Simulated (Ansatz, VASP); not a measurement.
**BN: VASP beside Ansatz**

```
B N
1.0
     2.50643    0.00000    0.00000
    -1.25321    2.17063    0.00000
     0.00000    0.00000    6.61412
B N
2 2
Direct
  0.33333 0.66667 0.25000
  0.66667 0.33333 0.75000
  0.33333 0.66667 0.75000
  0.66667 0.33333 0.25000
```

Alike in both runs: task single point; functional LDA; k mesh 12 × 12 × 4; occupations gaussian, width 0.02 eV; no spin polarisation.

|  | VASP | Ansatz |
| --- | --- | --- |
| version | VASP 6.6.1 | Ansatz 0.2.0 |
| potentials or method | VASP PAW LDA potentials, release 64 (B, N), cutoff 520 eV | scalar-relativistic, plane waves, PAW |
| valence electrons in the cell | 16 | 16 |

VASP gave:

```
gap on the k mesh at the Fermi level (eV)                     : 4.06
least direct gap on the mesh (eV)                             : 4.48
pressure (GPa)                                                : -4.8
traceless stress, the component that is largest in VASP (GPa) : 4.15
```

What did Ansatz give for the same quantities?

gap on the k mesh at the Fermi level (eV): 4.08; least direct gap on the mesh (eV): 4.50; pressure (GPa): -5.3; traceless stress, the component that is largest in VASP (GPa): 4.75.

LDA's correlation is that of Perdew and Zunger in VASP and of Perdew and Wang (1992) in Ansatz.
